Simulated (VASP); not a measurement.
# Gd (P6_3/mmc) in VASP: a series of runs

Gd is run at these levels: PBE; tasks: single point.

Everything below comes from runs of VASP 6.6.1. Logs are shortened: lines on timing, memory, paths and dates and some standing lists are left out, and cuts for length are marked.

## (1) The cell of the first run

The structure is hexagonal, space group P6_3/mmc (No. 194). The conventional cell has a = 3.636 Å, b = 3.636 Å, c = 5.783 Å, α = 90.00°, β = 90.00°, γ = 120.00°. Within 4.7 Å of Gd (site symmetry -6m2) lie 12 Gd at 3.57 to 3.64 Å.

## (2) Single point, PBE, collinear spin, ferromagnetic start

Contents of INCAR:

```
SYSTEM = Gd
PREC = Accurate ; ENCUT = 520
EDIFF = 1E-6 ; ISMEAR = -1
SIGMA = 0.05 ; LREAL = .FALSE.
LASPH = .TRUE. ; NELM = 150
ALGO = Normal ; ISIF = 2
LWAVE = .FALSE. ; LCHARG = .FALSE.
ISPIN = 2 ; MAGMOM = 7 7
LORBIT = 11 ; LMAXMIX = 6
GGA = PE ; NBANDS = 29
```

Contents of KPOINTS:

```
Automatic mesh
0
G
  9 9 5
  0 0 0
```

Contents of POSCAR:

```
Gd
1.0
    3.6360000000      0.0000000000      0.0000000000
   -1.8180000000      3.1488683682      0.0000000000
    0.0000000000      0.0000000000      5.7826000000
Gd
2
Direct
    0.3333330000      0.6666670000      0.2500000000
    0.6666670000      0.3333330000      0.7500000000
```

Potentials or basis: VASP PAW PBE potentials, release 64 (Gd).

On the command line:

```sh
$ cat potpaw_PBE.64/Gd/POTCAR > POTCAR
$ mpirun -np 1 vasp_std > vasp.out
```

OUTCAR:

```text
SYSTEM = Gd
   PREC = Accurate
   ENCUT = 520
   EDIFF = 1E-6
   ISMEAR = -1
   LREAL = .FALSE.
   LASPH = .TRUE.
   NELM = 150
   ISIF = 2
   ISPIN = 2
   LORBIT = 11
   GGA = PE

 ion  position               nearest neighbor table
   1  0.333  0.667  0.250-
   2  0.667  0.333  0.750-

  LATTYP: Found a hexagonal cell.
 ALAT       =     3.6360000000
 C/A-ratio  =     1.5903740374

  Lattice vectors:

 A1 = (   3.6360000000,   0.0000000000,   0.0000000000)
 A2 = (  -1.8180000000,   3.1488683682,   0.0000000000)
 A3 = (   0.0000000000,   0.0000000000,   5.7826000000)

Analysis of symmetry for initial positions (statically):
=====================================================================
 Subroutine PRICEL returns:
 Original cell was already a primitive cell.

 Routine SETGRP: Setting up the symmetry group for a
 hexagonal supercell.

 Subroutine GETGRP returns: Found 24 space group operations
 (whereof 12 operations were pure point group operations)
 out of a pool of 24 trial point group operations.

The static configuration has the point symmetry D_3d.
 The point group associated with its full space group is D_6h.

Analysis of symmetry for dynamics (positions and initial velocities):
=====================================================================
 Subroutine PRICEL returns:
 Original cell was already a primitive cell.

 Routine SETGRP: Setting up the symmetry group for a
 hexagonal supercell.

 Subroutine GETGRP returns: Found 24 space group operations
 (whereof 12 operations were pure point group operations)
 out of a pool of 24 trial point group operations.

The dynamic configuration has the point symmetry D_3d.
 The point group associated with its full space group is D_6h.

Analysis of structural, dynamic, and magnetic symmetry:
=====================================================================
 Subroutine PRICEL returns:
 Original cell was already a primitive cell.

 Routine SETGRP: Setting up the symmetry group for a
 hexagonal supercell.

 Subroutine GETGRP returns: Found 24 space group operations
 (whereof 12 operations were pure point group operations)
[... 111 lines left out ...]
   POTIM  = 0.5000    time-step for ionic-motion
   TEBEG  =    0.0;   TEEND  =   0.0 temperature during run
   PSTRESS=    0.0 pullay stress
   NELECT =      36.0000    total number of electrons
   NUPDOWN=      -1.0000    fix difference up-down
   EMIN   =  10.00;   EMAX   =-10.00  energy-range for DOS
   EFERMI =   0.00;   METHOD = LEGACY
   ISMEAR =    -1;   SIGMA  =   0.05  broadening in eV -4-tet -1-fermi 0-gaus
   EFERMI_NEDOS =   21; number of points for ismear=-14 and -15
   IALGO  =     38    algorithm
   IMIX   =      4    mixing-type and parameters
     AMIX     =   0.40;   BMIX     =  1.00
     AMIX_MAG =   1.60;   BMIX_MAG =  1.00
  volume/ion in A,a.u.               =      33.10       223.39
  Fermi-wavevector in a.u.,A,eV,Ry     =   1.336211  2.525073 24.292668  1.785461
  Thomas-Fermi vector in A             =   2.464856
   LORBIT       =     11    0 simple, 1 ext, 2 COOP (PROOUT), +10 PAW based schemes
   GGA     = PE    functional components
   LHFCALC =     F    Hartree Fock is set to
   AEXX    =    0.0000 exact exchange contribution
   IVDW    =     0    specifies the selected vdW correction
   LEPSILON=     F    determine dielectric tensor
   LRPA    =     F    only Hartree local field effects (RPA)
 spin polarized calculation
  energy-cutoff  :      520.00
  volume of cell :       66.21
 maximum number of plane-waves:      1808
 NGX is ok and might be reduce to    28
   NGX = 13   NGY = 13   NGZ = 21

 number of electron      36.0000005 magnetization      15.2728102

 Free energy of the ion-electron system (eV)
  ---------------------------------------------------
  ext. energy  EPLUGINS =         0.00000000
  ---------------------------------------------------
  free energy    TOTEN  =       -23.42192586 eV

  energy without entropy =      -23.39454871  energy(sigma->0) =      -23.40823729

 E-fermi :   2.9609     XC(G=0):  -9.9696

 val. band max:        2.9488427724   @ k =   0.2222   0.1111   0.0000
 cond. band min:       2.9812637691   @ k =   0.2222   0.2222   0.0000
 fundamental gap:      0.0324209966
 Fermi energy:         2.9608572812

 spin component 1

 k-point     1 :       0.0000    0.0000    0.0000
  band No.  band energies     occupation
      1     -42.3456      1.00000
      2     -42.2765      1.00000
      3     -20.0895      1.00000
      4     -19.4766      1.00000
      5     -19.4766      1.00000
      6     -19.3704      1.00000
[... 757 lines left out ...]
     28       3.4518      0.00005
     29       5.0861      0.00000

 [... further k-points ...]

 spin component 2

 k-point     1 :       0.0000    0.0000    0.0000
  band No.  band energies     occupation
      1     -39.1043      1.00000
      2     -39.0174      1.00000
      3     -17.8476      1.00000
      4     -17.0974      1.00000
      5     -17.0974      1.00000
      6     -16.9725      1.00000
[... 757 lines left out ...]
     28       4.7612      0.00000
     29       6.1030      0.00000

 [... further k-points ...]
[... 5 lines left out ...]
  --------------------------------------------------------------------------------------
  -------------------------------------------------------------------------------------
  Total        0.1665040      0.1665040      0.2693212      0.0000000      0.0000000     -0.0000000
  in kB        4.0293387      4.0293387      6.5174789      0.0000000      0.0000000     -0.0000000
  external PRESSURE =       4.8587187 kB  Pullay stress =       0.0000000 kB

 VOLUME and BASIS-vectors are now :
 -----------------------------------------------------------------------------
  energy-cutoff  :      520.00
  volume of cell :       66.21
      direct lattice vectors                 reciprocal lattice vectors
     3.636000000  0.000000000  0.000000000     0.275027503  0.158787203  0.000000000
    -1.818000000  3.148868368  0.000000000     0.000000000  0.317574405  0.000000000
     0.000000000  0.000000000  5.782600000     0.000000000  0.000000000  0.172932591

 POSITION                                       TOTAL-FORCE (eV/Angst)
 -----------------------------------------------------------------------------------
     -0.00000      2.09925      1.44565        -0.000000      0.000000      0.000000
      1.81800      1.04962      4.33695         0.000000     -0.000000      0.000000
 -----------------------------------------------------------------------------------
    total drift:                                0.000748     -0.000432      0.001035

  FREE ENERGIE OF THE ION-ELECTRON SYSTEM (eV)
  ---------------------------------------------------
  free  energy   TOTEN  =       -23.4219258604 eV

  energy  without entropy=      -23.3945487148  energy(sigma->0) =      -23.40823729

 total charge

# of ion       s       p       d       f       tot
--------------------------------------------------
    1        2.074   5.568   0.572   6.980  15.193
    2        2.074   5.568   0.572   6.980  15.193
--------------------------------------------------
tot          4.147  11.135   1.143  13.960  30.385

 magnetization (x)

# of ion       s       p       d       f       tot
--------------------------------------------------
    1        0.004  -0.052   0.219   6.823   6.994
    2        0.004  -0.052   0.219   6.823   6.994
--------------------------------------------------
tot          0.008  -0.103   0.438  13.646  13.988
```

OSZICAR:

```text
N       E                     dE             d eps       ncg     rms          rms(c)
DAV:   1     0.253541555200E+03    0.25354E+03   -0.12521E+04  5817   0.628E+03
DAV:   2     0.402026842331E+02   -0.21334E+03   -0.19333E+03  5894   0.414E+02
[... 32 lines left out ...]
DAV:  35    -0.234218537278E+02   -0.21040E-04   -0.13932E-04  7246   0.249E-01    0.403E-01
DAV:  36    -0.234218937560E+02   -0.40028E-04   -0.77718E-05  6896   0.769E-02    0.351E-01
DAV:  37    -0.234219141437E+02   -0.20388E-04   -0.69350E-05  6343   0.269E-01    0.235E-01
DAV:  38    -0.234219236131E+02   -0.94694E-05   -0.55946E-05  7329   0.142E-01    0.762E-02
DAV:  39    -0.234219259824E+02   -0.23692E-05   -0.16307E-05  6271   0.335E-02    0.876E-02
DAV:  40    -0.234219258604E+02    0.12201E-06   -0.62571E-07  2821   0.149E-02
   1 F= -.23421926E+02 E0= -.23408237E+02  d E =-.273771E-01  mag=    15.2728
```

stdout:

```text
POSCAR found type information on POSCAR Gd
 POSCAR found :  1 types and       2 ions
 scaLAPACK will be used
 LDA part: xc-table for (Slater+PW92), standard interpolation
 POSCAR, INCAR and KPOINTS ok, starting setup
 FFT: planning ... GRIDC
 FFT: planning ... GRID_SOFT
 FFT: planning ... GRID
 WAVECAR not read
 entering main loop
```

Wall time 4.3 min (1 thread of Intel Xeon 6975P-C (Granite Rapids), shared host); peak memory 0.29 GiB.

Results:

- Free energy: -23.4219 eV
- Pressure: 0.5 GPa
- Net moment: 15.27 μB per cell
- Site moments: Gd +6.99 μB
- Valence electrons inside the program's atomic spheres: Gd 15.19

Stress tensor (GPa, compression positive):
```
0.40 0.00 0.00
0.00 0.40 0.00
0.00 0.00 0.65
```

Levels at points of the mesh, in eV from the Fermi level:
Spin up:
```csv
k point,band 22,band 23,band 24,band 25,band 26,band 27,band 28,band 29
"(0.00, 0.00, 0.00)",-4.78,-4.78,-2.49,1.04,1.33,1.33,1.50,1.96
```
Spin down:
| k point | band 8 | band 9 | band 10 | band 11 | band 12 | band 13 |
| --- | --- | --- | --- | --- | --- | --- |
| (0.00, 0.00, 0.00) | -19.92 | -4.16 | -1.42 | 0.34 | 0.37 | 0.43 |

Caveat: spin-orbit coupling is left out, which moves the levels of the heavy elements. The state reached can hang on the start; a lower one may exist.

## (3) Single point, PBE, collinear spin, ferromagnetic start

Contents of INCAR:

```
ALGO = Normal
EDIFF = 1E-6
ENCUT = 520
GGA = PE
ISIF = 2
ISMEAR = -1
ISPIN = 2
LASPH = T
LCHARG = T
LELF = T
LMAXMIX = 6
LORBIT = 11
LREAL = F
LVHAR = T
LWAVE = F
MAGMOM = 7 7
NBANDS = 29
NELM = 150
PREC = Accurate
SIGMA = 0.05
```

Contents of KPOINTS:

```
k-points
0
Gamma
  9 9 5
```

POSCAR is that of step 2.

Potentials or basis: VASP PAW PBE potentials, release 64 (Gd).

On the command line:

```sh
$ cat potpaw_PBE.64/Gd/POTCAR > POTCAR
$ mpirun -np 1 vasp_std > vasp.out
```

OUTCAR:

```text
EDIFF = 1E-6
   ENCUT = 520
   GGA = PE
   ISIF = 2
   ISMEAR = -1
   ISPIN = 2
   LASPH = T
   LORBIT = 11
   LREAL = F
   NELM = 150
   PREC = Accurate

 ion  position               nearest neighbor table
   1  0.333  0.667  0.250-
   2  0.667  0.333  0.750-

  LATTYP: Found a hexagonal cell.
 ALAT       =     3.6360000000
 C/A-ratio  =     1.5903740374

  Lattice vectors:

 A1 = (   3.6360000000,   0.0000000000,   0.0000000000)
 A2 = (  -1.8180000000,   3.1488683682,   0.0000000000)
 A3 = (   0.0000000000,   0.0000000000,   5.7826000000)

Analysis of symmetry for initial positions (statically):
=====================================================================
 Subroutine PRICEL returns:
 Original cell was already a primitive cell.

 Routine SETGRP: Setting up the symmetry group for a
 hexagonal supercell.

 Subroutine GETGRP returns: Found 24 space group operations
 (whereof 12 operations were pure point group operations)
[... 959 lines left out ...]

 spin component 2

 k-point     1 :       0.0000    0.0000    0.0000
  band No.  band energies     occupation
      1     -39.1043      1.00000
      2     -39.0174      1.00000
      3     -17.8476      1.00000
      4     -17.0974      1.00000
      5     -17.0974      1.00000
      6     -16.9725      1.00000
[... 757 lines left out ...]
     28       4.7612      0.00000
     29       6.1030      0.00000

 [... further k-points ...]
[... 5 lines left out ...]
  --------------------------------------------------------------------------------------
  -------------------------------------------------------------------------------------
  Total        0.1665040      0.1665040      0.2693212      0.0000000      0.0000000     -0.0000000
  in kB        4.0293387      4.0293387      6.5174789      0.0000000      0.0000000     -0.0000000
  external PRESSURE =       4.8587187 kB  Pullay stress =       0.0000000 kB

 VOLUME and BASIS-vectors are now :
 -----------------------------------------------------------------------------
  energy-cutoff  :      520.00
  volume of cell :       66.21
      direct lattice vectors                 reciprocal lattice vectors
     3.636000000  0.000000000  0.000000000     0.275027503  0.158787203  0.000000000
    -1.818000000  3.148868368  0.000000000     0.000000000  0.317574405  0.000000000
     0.000000000  0.000000000  5.782600000     0.000000000  0.000000000  0.172932591

 POSITION                                       TOTAL-FORCE (eV/Angst)
 -----------------------------------------------------------------------------------
     -0.00000      2.09925      1.44565        -0.000000      0.000000      0.000000
      1.81800      1.04962      4.33695         0.000000     -0.000000      0.000000
 -----------------------------------------------------------------------------------
    total drift:                                0.000748     -0.000432      0.001035

  FREE ENERGIE OF THE ION-ELECTRON SYSTEM (eV)
  ---------------------------------------------------
  free  energy   TOTEN  =       -23.4219258604 eV

  energy  without entropy=      -23.3945487148  energy(sigma->0) =      -23.40823729

 total charge

# of ion       s       p       d       f       tot
--------------------------------------------------
    1        2.074   5.568   0.572   6.980  15.193
    2        2.074   5.568   0.572   6.980  15.193
--------------------------------------------------
tot          4.147  11.135   1.143  13.960  30.385

 magnetization (x)

# of ion       s       p       d       f       tot
--------------------------------------------------
    1        0.004  -0.052   0.219   6.823   6.994
    2        0.004  -0.052   0.219   6.823   6.994
--------------------------------------------------
tot          0.008  -0.103   0.438  13.646  13.988
```

Run time: 3.5 min. Hardware: 1 thread of Intel Xeon 6975P-C (Granite Rapids), shared host; peak memory 0.29 GiB.

What came out:

| Property | Result |
| --- | --- |
| Free energy | -23.4219 eV |
| Pressure | 0.5 GPa |
| Net moment | 15.27 μB per cell |
| Site moments | Gd +6.99 μB |
| Valence electrons inside the program's atomic spheres | Gd 15.19 |

Levels at points of the mesh, in eV from the Fermi level:
Spin up:
```
           k point  band 24  band 25  band 26  band 27  band 28  band 29
(0.00, 0.00, 0.00)    -2.49     1.04     1.33     1.33     1.50     1.96
```
Spin down:
```csv
k point,band 8,band 9,band 10,band 11,band 12,band 13
"(0.00, 0.00, 0.00)",-19.92,-4.16,-1.42,0.34,0.37,0.43
```

Caveat: spin-orbit coupling is left out, which moves the levels of the heavy elements. The state reached can hang on the start; a lower one may exist.
